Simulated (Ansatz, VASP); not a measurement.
## Zr in VASP and in Ansatz

```
Zr
1.0
     3.23200    0.00000    0.00000
    -1.61600    2.79899    0.00000
     0.00000    0.00000    5.14700
Zr
2
Direct
  0.66667 0.33333 0.75000
  0.33333 0.66667 0.25000
```

Alike in both runs: task single point; functional PBE; k mesh 9 × 9 × 5; occupations gaussian, width 0.016 eV; no spin polarisation.

|  | VASP | Ansatz |
| --- | --- | --- |
| version | VASP 6.6.1 | Ansatz 0.2.0 |
| potentials or method | VASP PAW PBE potentials, release 64 (Zr_sv), cutoff 520 eV | all-electron LAPW, scalar-relativistic |

```tsv
	VASP	Ansatz	Ansatz less VASP
gap on the k mesh at the Fermi level (eV)	none	none	-
pressure (GPa)	0.6	0.6	-0.01
traceless stress, the component that is largest in VASP (GPa)	0.74	0.74	+0.006
```

A gap of «none» marks a metal or a gap that the smearing closes. Ansatz ran all-electron here, and VASP with PAW potentials.
